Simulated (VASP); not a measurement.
# PtSe (P-6m2) in VASP: further runs

Aim: see how the results for PtSe move with the level of theory and the settings. Levels: PBE0, HSE06, PBE-based screened hybrid with 25 % exact exchange, B3LYP. Tasks: single point.

Program: VASP 6.6.1. These are calculated values, not measurements. Logs are shortened: lines on timing, memory, paths and dates and some standing lists are left out, and cuts for length are marked.

### Step 1. The cell of the first run

Symmetry: P-6m2, No. 187, hexagonal system. The conventional cell has a = 3.561 Å, b = 3.561 Å, c = 3.347 Å, α = 90.00°, β = 90.00°, γ = 120.00°. Pt (site symmetry -6m2) has 6 Se at 2.65 Å and 8 Pt at 3.35 to 3.56 Å within 3.6 Å. Se (site symmetry -6m2) has 6 Pt at 2.65 Å and 8 Se at 3.35 to 3.56 Å within 3.6 Å.

### Step 2. Single point, PBE0

Contents of POSCAR:

```
PtSe
1.0
    3.5607510598     -0.0000000028      0.0000000000
   -1.7803755275      3.0837008758      0.0000000000
    0.0000000000      0.0000000000      3.3467058402
Pt Se
1 1
Direct
    0.0000000000      0.0000000000      0.0000000000
    0.6666666667      0.3333333333      0.5000000000
```

Contents of INCAR.step1:

```
ALGO = Normal
EDIFF = 1E-5
ENCUT = 400
GGA = PE
GGA_COMPAT = False
ISIF = 2
ISMEAR = -1
LASPH = True
LCHARG = False
LREAL = False
LWAVE = True
NBANDS = 15
NELM = 120
PREC = Accurate
SIGMA = 0.05
```

Contents of INCAR.step2:

```
AEXX = 0.25
ALGO = Normal
EDIFF = 1E-6
ENCUT = 400
GGA = PE
GGA_COMPAT = False
ISIF = 2
ISMEAR = -1
ISTART = 1
LASPH = True
LCHARG = False
LHFCALC = True
LREAL = False
LWAVE = False
NBANDS = 15
NELM = 120
PREC = Accurate
PRECFOCK = Normal
SIGMA = 0.05
```

Contents of KPOINTS:

```
k-points
0
Gamma
  4 4 4
```

Potentials or basis: VASP PAW PBE potentials, release 64 (Pt, Se).

Launch:

```console
> cat potpaw_PBE.64/Pt/POTCAR potpaw_PBE.64/Se/POTCAR > POTCAR
> cp INCAR.step1 INCAR
> mpirun -np 1 vasp_std > vasp.out
> cp INCAR.step2 INCAR
> mpirun -np 1 vasp_std > vasp.out
```

OUTCAR:

```text
AEXX = 0.25
   EDIFF = 1E-6
   ENCUT = 400
   GGA = PE
   ISIF = 2
   ISMEAR = -1
   ISTART = 1
   LASPH = True
   LHFCALC = True
   LREAL = False
   NELM = 120
   PREC = Accurate
   PRECFOCK = Normal

 ion  position               nearest neighbor table
   1  0.000  0.000  0.000-   2 2.65   2 2.65   2 2.65   2 2.65   2 2.65   2 2.65
   2  0.667  0.333  0.500-   1 2.65   1 2.65   1 2.65   1 2.65   1 2.65   1 2.65

  LATTYP: Found a hexagonal cell.
 ALAT       =     3.5607510598
 C/A-ratio  =     0.9398876203

  Lattice vectors:

 A1 = (   3.5607510598,  -0.0000000028,   0.0000000000)
 A2 = (  -1.7803755275,   3.0837008758,   0.0000000000)
 A3 = (   0.0000000000,   0.0000000000,   3.3467058402)

Analysis of symmetry for initial positions (statically):
=====================================================================
 Subroutine PRICEL returns:
 Original cell was already a primitive cell.

 Routine SETGRP: Setting up the symmetry group for a
 hexagonal supercell.

 Subroutine GETGRP returns: Found 12 space group operations
 (whereof 12 operations were pure point group operations)
 out of a pool of 24 trial point group operations.

The static configuration has the point symmetry D_3h.

Analysis of symmetry for dynamics (positions and initial velocities):
=====================================================================
 Subroutine PRICEL returns:
 Original cell was already a primitive cell.

 Routine SETGRP: Setting up the symmetry group for a
 hexagonal supercell.

 Subroutine GETGRP returns: Found 12 space group operations
 (whereof 12 operations were pure point group operations)
 out of a pool of 24 trial point group operations.

The dynamic configuration has the point symmetry D_3h.

 Subroutine INISYM returns: Found 12 space group operations
 (whereof 12 operations are pure point group operations),
 and found     1 'primitive' translations

----------------------------------------------------------------------------------------

                                     Primitive cell

  volume of cell :      36.7478

  direct lattice vectors                    reciprocal lattice vectors
     3.560751060 -0.000000003  0.000000000     0.280839627  0.162142834  0.000000000
    -1.780375527  3.083700876  0.000000000     0.000000000  0.324285669  0.000000000
     0.000000000  0.000000000  3.346705840     0.000000000  0.000000000  0.298801283

  length of vectors
     3.560751060  3.560751060  3.346705840     0.324285669  0.324285669  0.298801283

  position of ions in fractional coordinates (direct lattice)
     0.000000000  0.000000000  0.000000000
     0.666666667  0.333333333  0.500000000

  ion indices of the primitive-cell ions
   primitive index   ion index
                 1           1
                 2           2

----------------------------------------------------------------------------------------

 KPOINTS: k-points

Automatic generation of k-mesh.
 Grid dimensions read from file:
 generate k-points for:    4    4    4

 Generating k-lattice:

  Cartesian coordinates                     Fractional coordinates (reciprocal lattice)
     0.070209907  0.040535709  0.000000000     0.250000000  0.000000000  0.000000000
     0.000000000  0.081071417  0.000000000     0.000000000  0.250000000  0.000000000
     0.000000000  0.000000000  0.074700321     0.000000000  0.000000000  0.250000000

  Length of vectors
     0.081071417  0.081071417  0.074700321

  Shift w.r.t. Gamma in fractional coordinates (k-lattice)
     0.000000000  0.000000000  0.000000000

 Subroutine IBZKPT returns following result:
 ===========================================

 Found     12 irreducible k-points:

 Following reciprocal coordinates:
            Coordinates               Weight
  0.000000  0.000000  0.000000      1.000000
  0.250000  0.000000  0.000000      6.000000
  0.500000  0.000000  0.000000      3.000000
  0.250000  0.250000  0.000000      6.000000
  0.000000  0.000000  0.250000      2.000000
  0.250000  0.000000  0.250000     12.000000
  0.500000  0.000000  0.250000      6.000000
  0.250000  0.250000  0.250000     12.000000
  0.000000  0.000000  0.500000      1.000000
  0.250000  0.000000  0.500000      6.000000
  0.500000  0.000000  0.500000      3.000000
  0.250000  0.250000  0.500000      6.000000
   k-points           NKPTS =     12   k-points in BZ     NKDIM =     64   number of bands    NBANDS=     15
   number of dos      NEDOS =    301   number of ions     NIONS =      2
   total plane-waves  NPLWV =  13824
   dimension x,y,z NGX =    24 NGY =   24 NGZ =   24
   dimension x,y,z NGXF=    48 NGYF=   48 NGZF=   48
   ions per type =               1   1
   NGX,Y,Z   is equivalent  to a cutoff of  11.21, 11.21, 11.92 a.u.
   NGXF,Y,Z  is equivalent  to a cutoff of  22.41, 22.41, 23.84 a.u.
 SYSTEM =  unknown system
   PREC   = accura    normal or accurate (medium, high low for compatibility)
   ISTART =      1    job   : 0-new  1-cont  2-samecut
   ICHARG =      0    charge: 1-file 2-atom 10-const
   ISPIN  =      1    spin polarized calculation?
   LNONCOLLINEAR =      F non collinear calculations
   LSORBIT =      F    spin-orbit coupling
   LASPH  =      T    aspherical Exc in radial PAW
   ENCUT  =  400.0 eV  29.40 Ry    5.42 a.u.   5.81  5.81  5.46*2*pi/ulx,y,z
   NELM   =    120;   NELMIN=  2; NELMDL=  0     # of ELM steps
   EDIFF  = 0.1E-05   stopping-criterion for ELM
   LREAL  =      F    real-space projection
   EDIFFG = 0.1E-04   stopping-criterion for IOM
   NSW    =      0    number of steps for IOM
   IBRION =     -1    ionic relax: 0-MD 1-quasi-New 2-CG
   NFREE  =      0    steps in history (QN), initial steepest desc. (CG)
   ISIF   =      2    stress and relaxation
   ISYM   =      3    0-nonsym 1-usesym 2-fastsym
   POTIM  = 0.5000    time-step for ionic-motion
   TEBEG  =    0.0;   TEEND  =   0.0 temperature during run
   PSTRESS=    0.0 pullay stress
   NELECT =      16.0000    total number of electrons
   NUPDOWN=      -1.0000    fix difference up-down
   EMIN   =  10.00;   EMAX   =-10.00  energy-range for DOS
   EFERMI =   0.00;   METHOD = LEGACY
   ISMEAR =    -1;   SIGMA  =   0.05  broadening in eV -4-tet -1-fermi 0-gaus
   EFERMI_NEDOS =   21; number of points for ismear=-14 and -15
   IALGO  =     38    algorithm
   IMIX   =      1    mixing-type and parameters
     AMIX     =   0.40;   BMIX     =  1.00
     AMIX_MAG =   1.60;   BMIX_MAG =  1.00
  volume/ion in A,a.u.               =      18.37       123.99
  Fermi-wavevector in a.u.,A,eV,Ry     =   1.240807  2.344786 20.947569  1.539603
  Thomas-Fermi vector in A             =   2.375232
   LORBIT       =      0    0 simple, 1 ext, 2 COOP (PROOUT), +10 PAW based schemes
   GGA     = PE    functional components
   LHFCALC =     T    Hartree Fock is set to
   PRECFOCK=normal    Normal, Fast or Accurate (Low or Medium for compatibility)
   ENCUT4O =  -1.0   cutoff for four orbital integrals eV
   NKREDX  =     1    reduce k-point grid by
   NKREDY  =     1    reduce k-point grid by
   NKREDZ  =     1    reduce k-point grid by
   AEXX    =    0.2500 exact exchange contribution
   HFSCREEN=    0.0000 screening length (either q_TF or 0.3 A-1)
   HFSCREENC=   0.0000 screening length for correlation (either q_TF or 0.3 A-1)
   ENCUTFOCK=  -1.0 apply spherical cutoff to Coloumb kernel
   IVDW    =     0    specifies the selected vdW correction
   LEPSILON=     F    determine dielectric tensor
   LRPA    =     F    only Hartree local field effects (RPA)
 non-spin polarized calculation
  energy-cutoff  :      400.00
  volume of cell :       36.75
 maximum number of plane-waves:       676
 NGX is ok and might be reduce to    24
  NGX = 18; NGY = 18; NGZ = 18

 number of electron      16.0000000 magnetization

 Free energy of the ion-electron system (eV)
  ---------------------------------------------------
  ext. energy  EPLUGINS =         0.00000000
  ---------------------------------------------------
  free energy    TOTEN  =       -12.05194693 eV

  energy without entropy =      -12.04597688  energy(sigma->0) =      -12.04896191

 E-fermi :   7.6428     XC(G=0):  -9.0743

 val. band max:        7.6081758445   @ k =   0.5000   0.0000   0.2500
 cond. band min:       8.2053441637   @ k =   0.2500   0.0000   0.0000
 fundamental gap:      0.5971683191
 Fermi energy:         7.6428283122

 k-point     1 :       0.0000    0.0000    0.0000
  band No.  band energies     occupation
      1     -10.2313      2.00000
      2       1.6955      2.00000
      3       1.6955      2.00000
      4       1.7680      2.00000
      5       4.2613      2.00000
      6       4.2613      2.00000
      7       4.9329      2.00000
      8       8.7001      0.00000
      9       8.7001      0.00000
     10       9.0982      0.00000
     11      15.8523      0.00000
     12      16.3155      0.00000
     13      16.3155      0.00000
     14      22.3815      0.00000
     15      23.6804      0.00000

 k-point     2 :       0.2500    0.0000    0.0000
  band No.  band energies     occupation
      1      -9.5774      2.00000
      2       0.0519      2.00000
      3       2.2357      2.00000
      4       2.2766      2.00000
      5       2.4718      2.00000
      6       4.1346      2.00000
      7       5.3091      2.00000
      8       6.6473      2.00000
      9       8.2053      0.00003
     10      11.5187      0.00000
     11      15.6806      0.00000
     12      17.2051      0.00000
     13      18.9557      0.00000
     14      19.7188      0.00000
     15      24.6105      0.00000
[... 149 lines left out ...]
      3       0.4176      2.00000
      4       0.9406      2.00000
      5       4.3236      2.00000
      6       4.5240      2.00000
      7       4.8816      2.00000
      8       6.1859      2.00000
      9       8.6026      0.00000
     10      10.4064      0.00000
     11      13.9855      0.00000
     12      15.2051      0.00000
     13      18.4542      0.00000
     14      23.1278      0.00000
     15      25.2003      0.00000

 k-point    12 :       0.2500    0.2500    0.5000
  band No.  band energies     occupation
      1      -8.0456      2.00000
      2      -0.4088      2.00000
      3      -0.1375      2.00000
      4       1.8460      2.00000
      5       3.3317      2.00000
      6       4.6970      2.00000
      7       5.5808      2.00000
      8       5.5901      2.00000
      9       9.8046      0.00000
     10      10.0302      0.00000
     11      12.3576      0.00000
     12      16.3829      0.00000
     13      19.2482      0.00000
     14      22.4805      0.00000
     15      25.2813      0.00000

------------------------ aborting loop because EDIFF is reached ----------------------------------------

  FORCE on cell =-STRESS in cart. coord.  units (eV):
  Direction    XX          YY          ZZ          XY          YZ          ZX
  --------------------------------------------------------------------------------------
  -------------------------------------------------------------------------------------
  Total        0.1817727      0.1817727     -0.8209914     -0.0000000     -0.0000000      0.0000000
  in kB        7.9251562      7.9251562    -35.7946236     -0.0000000     -0.0000000      0.0000000
  external PRESSURE =      -6.6481037 kB  Pullay stress =       0.0000000 kB

 VOLUME and BASIS-vectors are now :
 -----------------------------------------------------------------------------
  energy-cutoff  :      400.00
  volume of cell :       36.75
      direct lattice vectors                 reciprocal lattice vectors
     3.560751060 -0.000000003  0.000000000     0.280839627  0.162142834  0.000000000
    -1.780375527  3.083700876  0.000000000     0.000000000  0.324285669  0.000000000
     0.000000000  0.000000000  3.346705840     0.000000000  0.000000000  0.298801283

 POSITION                                       TOTAL-FORCE (eV/Angst)
 -----------------------------------------------------------------------------------
      0.00000      0.00000      0.00000         0.000000      0.000000      0.000000
      1.78038      1.02790      1.67335        -0.000000      0.000000      0.000000
 -----------------------------------------------------------------------------------
    total drift:                               -0.000013      0.000010     -0.000000

  FREE ENERGIE OF THE ION-ELECTRON SYSTEM (eV)
  ---------------------------------------------------
  free  energy   TOTEN  =       -12.0519469341 eV

  energy  without entropy=      -12.0459768849  energy(sigma->0) =      -12.04896191
```

Wall time 2.8 min (1 thread of Intel Xeon 6975P-C (Granite Rapids), shared host); peak memory 0.15 GiB.

What came out:

- Free energy: -12.0519 eV
- Pressure: -0.7 GPa
- Band gap on the k mesh: zero (bands 8 and 9 overlap by 1.38 eV)

Caveat: the k points lie up to 0.51 Å⁻¹ apart, too coarse for converged energies and pressures of a metal; the PAW data sets were made with another functional, which shifts forces and pressure a little; spin-orbit coupling is left out, which moves the levels of the heavy elements.

### Step 3. Single point, HSE06

This run uses another cell than the first one, of 18.62 Å³/atom.

Contents of POSCAR:

```
PtSe
1.0
    3.7306317079     -0.0000000029      0.0000000000
   -1.8653158514      3.2308218327      0.0000000000
    0.0000000000      0.0000000000      3.0890533221
Pt Se
1 1
Direct
    0.0000000000      0.0000000000      0.0000000000
    0.6666666667      0.3333333333      0.5000000000
```

Contents of INCAR.step1:

```
SYSTEM = PtSe
ALGO = Normal
EDIFF = 1E-5
ENCUT = 400
GGA = PE
GGA_COMPAT = .FALSE.
ISIF = 2
ISMEAR = -1
LASPH = .TRUE.
LREAL = .FALSE.
LWAVE = .TRUE.
NBANDS = 15
NELM = 120
PREC = Accurate
SIGMA = 0.05
```

Contents of INCAR.step2:

```
SYSTEM = PtSe
ALGO = Normal
EDIFF = 1E-6
ENCUT = 400
GGA = PE
GGA_COMPAT = .FALSE.
HFSCREEN = 0.2079
ISIF = 2
ISMEAR = -1
ISTART = 1
LASPH = .TRUE.
LCHARG = .TRUE.
LELF = .TRUE.
LHFCALC = .TRUE.
LREAL = .FALSE.
LVHAR = .TRUE.
LWAVE = .FALSE.
NBANDS = 15
NELM = 120
PREC = Accurate
PRECFOCK = Normal
SIGMA = 0.05
```

Contents of KPOINTS:

```
k-points
0
G
  4 4 4
  0 0 0
```

Potentials or basis: VASP PAW PBE potentials, release 64 (Pt, Se).

Launch:

```console
> cat potpaw_PBE.64/Pt/POTCAR potpaw_PBE.64/Se/POTCAR > POTCAR
> cp INCAR.step1 INCAR
> mpirun -np 1 vasp_std > vasp.out
> cp INCAR.step2 INCAR
> mpirun -np 1 vasp_std > vasp.out
```

OUTCAR:

```text
SYSTEM = PtSe
   EDIFF = 1E-6
   ENCUT = 400
   GGA = PE
   HFSCREEN = 0.2079
   ISIF = 2
   ISMEAR = -1
   ISTART = 1
   LASPH = .TRUE.
   LHFCALC = .TRUE.
   LREAL = .FALSE.
   NELM = 120
   PREC = Accurate
   PRECFOCK = Normal

 ion  position               nearest neighbor table
   1  0.000  0.000  0.000-   2 2.65   2 2.65   2 2.65   2 2.65   2 2.65   2 2.65
   2  0.667  0.333  0.500-   1 2.65   1 2.65   1 2.65   1 2.65   1 2.65   1 2.65

[... 400 lines left out ...]

------------------------ aborting loop because EDIFF is reached ----------------------------------------

  FORCE on cell =-STRESS in cart. coord.  units (eV):
  Direction    XX          YY          ZZ          XY          YZ          ZX
  --------------------------------------------------------------------------------------
  -------------------------------------------------------------------------------------
  Total       -0.0386538     -0.0386538     -0.0458853     -0.0000000     -0.0000000      0.0000000
  in kB       -1.6633452     -1.6633452     -1.9745272     -0.0000000     -0.0000000      0.0000000
  external PRESSURE =      -1.7670725 kB  Pullay stress =       0.0000000 kB

 VOLUME and BASIS-vectors are now :
 -----------------------------------------------------------------------------
  energy-cutoff  :      400.00
  volume of cell :       37.23
      direct lattice vectors                 reciprocal lattice vectors
     3.730631708 -0.000000003  0.000000000     0.268051118  0.154759385  0.000000000
    -1.865315851  3.230821833  0.000000000     0.000000000  0.309518770  0.000000000
     0.000000000  0.000000000  3.089053322     0.000000000  0.000000000  0.323723774

 POSITION                                       TOTAL-FORCE (eV/Angst)
 -----------------------------------------------------------------------------------
      0.00000      0.00000      0.00000        -0.000000      0.000000      0.000000
      1.86532      1.07694      1.54453         0.000000     -0.000000      0.000000
 -----------------------------------------------------------------------------------
    total drift:                               -0.000003     -0.000004     -0.000000

  FREE ENERGIE OF THE ION-ELECTRON SYSTEM (eV)
  ---------------------------------------------------
  free  energy   TOTEN  =       -11.0085372071 eV

  energy  without entropy=      -10.9991108072  energy(sigma->0) =      -11.00382401
```

OSZICAR.step1:

```text
N       E                     dE             d eps       ncg     rms          rms(c)
DAV:   1     0.590560651489E+02    0.59056E+02   -0.63045E+03   384   0.764E+02
DAV:   2    -0.759284703215E+01   -0.66649E+02   -0.60906E+02   444   0.174E+02
DAV:   3    -0.938955468662E+01   -0.17967E+01   -0.17888E+01   437   0.279E+01
DAV:   4    -0.939927562401E+01   -0.97209E-02   -0.97202E-02   458   0.231E+00
DAV:   5    -0.939939900237E+01   -0.12338E-03   -0.12338E-03   451   0.269E-01    0.113E+01
DAV:   6    -0.926218356093E+01    0.13722E+00   -0.38834E-01   360   0.635E+00    0.679E+00
DAV:   7    -0.924003437416E+01    0.22149E-01   -0.36582E-02   360   0.222E+00    0.336E+00
DAV:   8    -0.923448815773E+01    0.55462E-02   -0.19251E-02   423   0.122E+00    0.249E-01
DAV:   9    -0.923425693733E+01    0.23122E-03   -0.84727E-04   409   0.211E-01    0.709E-02
DAV:  10    -0.923423241472E+01    0.24523E-04   -0.18283E-04   465   0.117E-01    0.160E-02
DAV:  11    -0.923423471416E+01   -0.22994E-05   -0.37401E-06   299   0.169E-02
   1 F= -.92342347E+01 E0= -.92292678E+01  d E =-.993393E-02
```

It took 3.5 min on 1 thread of Intel Xeon 6975P-C (Granite Rapids), shared host; peak memory 0.24 GiB.

What came out:

```
Free energy            : -11.0085 eV
Pressure               : -0.2 GPa
Band gap on the k mesh : zero (bands 8 and 9 overlap by 1.01 eV)
```

Caveat: the k points lie up to 0.51 Å⁻¹ apart, too coarse for converged energies and pressures of a metal; the PAW data sets were made with another functional, which shifts forces and pressure a little; spin-orbit coupling is left out, which moves the levels of the heavy elements.

(Part 1 of 2 ends here.)
